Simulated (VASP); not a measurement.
Input of a VASP 6.6.1 run:

Contents of INCAR:

```
SYSTEM = AgCl
ALGO = Normal
EDIFF = 1E-6
ENCUT = 520
GGA = PE
ISIF = 2
ISMEAR = -1
LASPH = .True.
LCHARG = .False.
LREAL = .False.
LWAVE = .False.
NBANDS = 16
NELM = 100
PREC = Accurate
SIGMA = 0.02
```

Contents of KPOINTS:

```
k-points
0
Gamma
  8 8 8
  0 0 0
```

POSCAR

```
AgCl
1.0
    0.0000000000      2.8060280899      2.8060280899
    2.8060280899      0.0000000000      2.8060280899
    2.8060280899      2.8060280899      0.0000000000
Ag Cl
1 1
Direct
    0.0000000000      0.0000000000      0.0000000000
    0.5000000000      0.5000000000      0.5000000000
```

Potentials or basis: VASP PAW PBE potentials, release 64 (Ag, Cl).

Launch:

```bash
$ cat potpaw_PBE.64/Ag/POTCAR potpaw_PBE.64/Cl/POTCAR > POTCAR
$ mpirun -np 1 vasp_std > vasp.out
```

(1) Estimate the pressure.

(2) Estimate the band gap on the k mesh.

Answers

(1) -0.1 GPa.

(2) 0.92 eV, indirect (least direct gap 3.07 eV).
